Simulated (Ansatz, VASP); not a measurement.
# Zn in VASP and in Ansatz

```
Zn
1.0
    -2.60242    2.60242    1.27980
     2.60242   -2.60242    1.27980
     2.60242    2.60242   -1.27980
Zn
2
Direct
  0.62500 0.87500 0.75000
  0.37500 0.12500 0.25000
```

Alike in both runs: functional PBE; k mesh 16 × 16 × 16; occupations fermi-dirac, width 0.1 eV; no spin polarisation.

Ansatz relaxed the structure, and its values are those at the end. VASP's run is a single point on that final structure, the one shown.

|  | VASP | Ansatz |
| --- | --- | --- |
| version | VASP 6.6.1 | Ansatz 0.2.0 |
| potentials or method | VASP PAW PBE potentials, release 64 (Zn) | PAW with Ansatz's default frozen-core files, scalar-relativistic |
| plane-wave cutoff (eV) | 520 | 420 |
| valence electrons in the cell | 24 | 24 |

```csv
,VASP,Ansatz,Ansatz less VASP
pressure (GPa),0.2,0.0,-0.22
```

The functional is the same, so the differences come from potentials, cutoffs and numerics.
